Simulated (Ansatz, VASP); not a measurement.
## Two plane-wave programs on PbO

```
Pb O
1.0
     4.08641    0.00000    0.00000
     0.00000    4.08641    0.00000
     0.00000    0.00000    4.75046
Pb O
2 2
Direct
  0.00000 0.50000 0.23510
  0.50000 0.00000 0.76490
  0.00000 0.00000 0.00000
  0.50000 0.50000 0.00000
```

Alike in both runs: task single point; functional PBE; dispersion D3(BJ); k mesh 8 × 8 × 6; occupations gaussian, width 0.05 eV; no spin polarisation.

|  | VASP | Ansatz |
| --- | --- | --- |
| version | VASP 6.6.1 | Ansatz 0.2.0 |
| potentials or method | VASP PAW PBE potentials, release 64 (Pb_d, O), cutoff 520 eV | scalar-relativistic, plane waves, PAW |
| valence electrons in the cell | 40 | 40 |

|  | VASP | Ansatz | Ansatz less VASP |
| --- | --- | --- | --- |
| gap on the k mesh at the Fermi level (eV) | 1.44 | 1.44 | -0.006 |
| least direct gap on the mesh (eV) | 2.01 | 2.03 | +0.026 |
| pressure (GPa) | 2.0 | 1.9 | -0.09 |
| traceless stress, the component that is largest in VASP (GPa) | 1.25 | 1.29 | +0.039 |
| rms of the force components (eV/Å) | 0.286 | 0.269 | -0.0167 |

Atom by atom the forces differ by 0.017 eV/Å (rms over components).

Neither program's run includes spin-orbit coupling.
